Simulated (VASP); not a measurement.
Crystal: In4Ru.

```
In Ru
1.0
     4.92035    0.00000    0.00000
    -2.46017    4.26115    0.00000
     0.00000    0.00000    5.54845
In Ru
4 1
Direct
  0.33333 0.66667 0.74352
  0.66667 0.33333 0.74352
  0.66667 0.33333 0.25648
  0.33333 0.66667 0.25648
  0.00000 0.00000 0.00000
```

The cell was built from a structure type or drawn by symmetry, and may not be a known phase.

- Program: VASP 6.6.1
- Task: relaxation of cell and atoms
- Functional: PBE
- Potentials or basis: VASP PAW PBE potentials, release 64 (In_d, Ru_pv)
- Cutoff: 600 eV
- k mesh: 4 × 4 × 3
- Occupations: gaussian, width 0.2 eV
- Spin: no spin polarisation

At the start: pressure 2.8 GPa; volume 23.27 Å³/atom.

Task: How do energy, volume and symmetry change on relaxing?

Result: Over 7 steps the energy falls by 105.6 meV/atom and the volume is 24.10 Å³/atom (+3.6 %); space group P6/mmm (No. 191, to 0.1 Å) before and after.

Step by step:
| step | energy change (eV) | largest force (eV/Å) | pressure (GPa) | volume (Å³) |
| --- | --- | --- | --- | --- |
| 1 | 0.0000 | 0.9245 | 2.77 | 116.33 |
| 2 | -0.5096 | 0.1943 | -1.32 | 122.76 |
| 3 | -0.5109 | 0.1794 | -1.38 | 123.12 |
| 4 | -0.5240 | 0.0492 | 0.61 | 119.61 |
| 5 | -0.5260 | 0.0858 | 0.09 | 120.51 |
| 6 | -0.5260 | 0.0875 | 0.03 | 120.57 |
| 7 | -0.5278 | 0.0352 | 0.01 | 120.51 |

Final structure:
```cif
data_structure
_symmetry_space_group_name_H-M 'P 1'
_symmetry_Int_Tables_number 1
_cell_length_a 4.7908
_cell_length_b 4.7908
_cell_length_c 6.0626
_cell_angle_alpha 90.000
_cell_angle_beta 90.000
_cell_angle_gamma 120.000
_cell_volume 120.51
loop_
_atom_site_label
_atom_site_type_symbol
_atom_site_fract_x
_atom_site_fract_y
_atom_site_fract_z
_atom_site_occupancy
In1 In 0.33333 0.66667 0.75397 1
In2 In 0.66667 0.33333 0.75397 1
In3 In 0.66667 0.33333 0.24603 1
In4 In 0.33333 0.66667 0.24603 1
Ru1 Ru 0.00000 0.00000 0.00000 1
```

Caveat: the k points lie up to 0.38 Å⁻¹ apart in the final cell, too coarse for converged energies and pressures of a metal; the relaxation stopped at a loose force limit of 0.08 eV/Å, so its end isn't a converged minimum.
